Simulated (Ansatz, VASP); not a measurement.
# One calculation of Al2GaAs3, two programs

The input POSCAR:

```
Al2GaAs3
1.0
    4.0144160066      0.0000000000      0.0000000000
   -2.0072080033      3.4765862431      0.0000000000
    0.0000000000      0.0000000000      9.8195723058
Al Ga As
2 1 3
Direct
    0.0000000000      0.0000000000     -0.0001912993
    0.6666666667      0.3333333333      0.6661112577
    0.3333333333      0.6666666667      0.3337193875
    0.6666666667      0.3333333333      0.9167200139
    0.3333333333      0.6666666667      0.5837413677
    0.0000000000      0.0000000000      0.2498992724
```

File INCAR.step1:

```
  ALGO = Normal
  EDIFF = 1E-5
  ENCUT = 400
  GGA = PE
  GGA_COMPAT = F
  ISIF = 2
  ISMEAR = 0
  KPAR = 4
  LASPH = T
  LREAL = F
  LWAVE = T
  NBANDS = 26
  NELM = 120
  PREC = Accurate
  SIGMA = 0.01
```

File INCAR.step2:

```
  AEXX = 0.25
  ALGO = Normal
  EDIFF = 1E-6
  ENCUT = 400
  GGA = PE
  GGA_COMPAT = F
  ISIF = 2
  ISMEAR = 0
  ISTART = 1
  KPAR = 4
  LASPH = T
  LCHARG = T
  LHFCALC = T
  LREAL = F
  LVHAR = T
  LWAVE = F
  NBANDS = 26
  NELM = 120
  PREC = Accurate
  PRECFOCK = Normal
  SIGMA = 0.01
```

The input KPOINTS:

```
k-points
0
Gamma
  6 6 2
```

Input for Ansatz:

```yaml
crystal:
  lattice:
    - [4.0144160066, 0.0, 0.0]
    - [-2.0072080033, 3.4765862431, 0.0]
    - [0.0, 0.0, 9.8195723058]
  atoms:
    - { symbol: Al, position: [0.0, 0.0, -0.0001912993] }
    - { symbol: Al, position: [0.6666666667, 0.3333333333, 0.6661112577] }
    - { symbol: Ga, position: [0.3333333333, 0.6666666667, 0.3337193875] }
    - { symbol: As, position: [0.6666666667, 0.3333333333, 0.9167200139] }
    - { symbol: As, position: [0.3333333333, 0.6666666667, 0.5837413677] }
    - { symbol: As, position: [0.0, 0.0, 0.2498992724] }
kpoints:
  mp_grid: { grid: [6, 6, 2] }
  band_path:
    path:
      - [0.0, 0.0, 0.0]
      - [0.5, 0.0, 0.0]
      - [0.3333333333, 0.3333333333, 0.0]
      - [0.0, 0.0, 0.5]
      - [0.5, 0.0, 0.5]
      - [0.3333333333, 0.3333333333, 0.5]
    npoints: 1
hamiltonian:
  xc: pbe0
scf:
  occupations: { method: fixed }
  n_extra_bands: 5
output:
  forces: true
  stress: true
  eigenvalues: true
```

Alike in both runs: task single point; functional PBE0; k mesh 6 × 6 × 2; no spin polarisation.

```csv
,VASP,Ansatz
version,VASP 6.6.1,Ansatz 0.2.0
potentials or method,"VASP PAW PBE potentials, release 64 (Al, Ga_d, As)","plane waves, PAW"
plane-wave cutoff (eV),400,420
occupations,"gaussian, width 0.01 eV",fixed
valence electrons in the cell,34,64
```

|  | VASP | Ansatz | Ansatz less VASP |
| --- | --- | --- | --- |
| gap on the k mesh at the Fermi level (eV) | 2.62 | 2.60 | -0.020 |
| rms of the force components (eV/Å) | 0.008 | 0.007 | -0.0014 |

Atom by atom the forces differ by 0.002 eV/Å (rms over components). VASP's potentials hold 34 valence electrons a cell and Ansatz's 64, so a difference there can come from the potentials and not from the codes. Ansatz's warnings: stress exchange threshold loose, stress scf threshold loose.
